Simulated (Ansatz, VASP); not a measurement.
**PbS: VASP beside Ansatz**

File INCAR:

```
PREC     = Accurate       # precision mode
ENCUT    = 520            # plane-wave cutoff, eV
EDIFF    = 1E-8           # SCF threshold, eV
ISMEAR   = -1             # smearing method
SIGMA    = 0.01           # smearing width, eV
LREAL    = F              # projectors in reciprocal space
LASPH    = T              # aspherical terms in the spheres
NELM     = 60             # most SCF steps
ALGO     = Normal         # electronic algorithm
ISIF     = 2              # what is computed and relaxed
LWAVE    = F              # write WAVECAR
LCHARG   = F              # write CHGCAR
GGA      = PE             # functional
LEFG     = T            
NBANDS   = 28             # bands
```

The input KPOINTS:

```
regular mesh
0
Gamma
  7 7 3
```

The input POSCAR:

```
PbS
1.0
    2.9405000000     -2.9000000000      0.0000000000
    2.9405000000      2.9000000000      0.0000000000
   -1.0800500000      0.0000000000     11.7092900000
Pb S
2 2
Direct
    0.7756000000      0.7756000000      0.6363800000
    0.2244000000      0.2244000000      0.3636200000
    0.2684000000      0.2684000000      0.5986000000
    0.7316000000      0.7316000000      0.4014000000
```

Input for Ansatz:

```yaml
crystal:
  lattice:
    - [2.9405, -2.9, 0.0]
    - [2.9405, 2.9, 0.0]
    - [-1.08005, 0.0, 11.70929]
  atoms:
    - { symbol: Pb, position: [0.7756, 0.7756, 0.63638] }
    - { symbol: Pb, position: [0.2244, 0.2244, 0.36362] }
    - { symbol: S, position: [0.2684, 0.2684, 0.5986] }
    - { symbol: S, position: [0.7316, 0.7316, 0.4014] }
kpoints:
  mp_grid: { grid: [7, 7, 3] }
  band_path:
    path:
      - [0.0, 0.0, 0.0]
      - [-0.4952296494, 0.4952296494, 0.0]
      - [-0.5047703506, -0.4952296494, 0.0]
      - [-0.5, -0.5, 0.0]
      - [0.0, 0.0, 0.0]
      - [-0.5, -0.5, 0.5]
      - [-0.5160352562, -0.4839647438, 0.5]
      - [-0.4839647438, 0.4839647438, 0.5]
      - [0.0, 0.0, 0.5]
    npoints: 14
scf:
  occupations: { method: fermi_dirac, width: 0.01 }
hamiltonian:
  xc: pbe
  pseudopotentials: { kind: paw }
output:
  forces: true
  stress: true
  eigenvalues: true
  efg: { contact_densities: true }
  populations: true
  bader: true
  dos: { projected: true, de: 0.2, e_range: [-14, 8] }
  write_density: true
  write_potential: true
  elf: true
  volumetric_format: npy
```

Alike in both runs: task electric field gradients; functional PBE; k mesh 7 × 7 × 3; occupations fermi-dirac, width 0.01 eV; no spin polarisation.

```csv
,VASP,Ansatz
version,VASP 6.6.1,Ansatz 0.2.0
potentials or method,"VASP PAW PBE potentials, release 64 (Pb_d, S)","PAW with Ansatz's default frozen-core files, scalar-relativistic"
plane-wave cutoff (eV),520,420
valence electrons in the cell,40,40
```

|  | VASP | Ansatz | Ansatz less VASP |
| --- | --- | --- | --- |
| gap on the k mesh at the Fermi level (eV) | 1.27 | 1.27 | +0.002 |
| rms of the force components (eV/Å) | 0.170 | 0.169 | -0.0012 |
| size of Vzz on the site where it differs most (V/Å²) | 133.9 | 126.8 | -7.04 |

Atom by atom the forces differ by 0.002 eV/Å (rms over components). Ansatz's warnings: xc potential rough in thin density.

Neither program's run includes spin-orbit coupling.
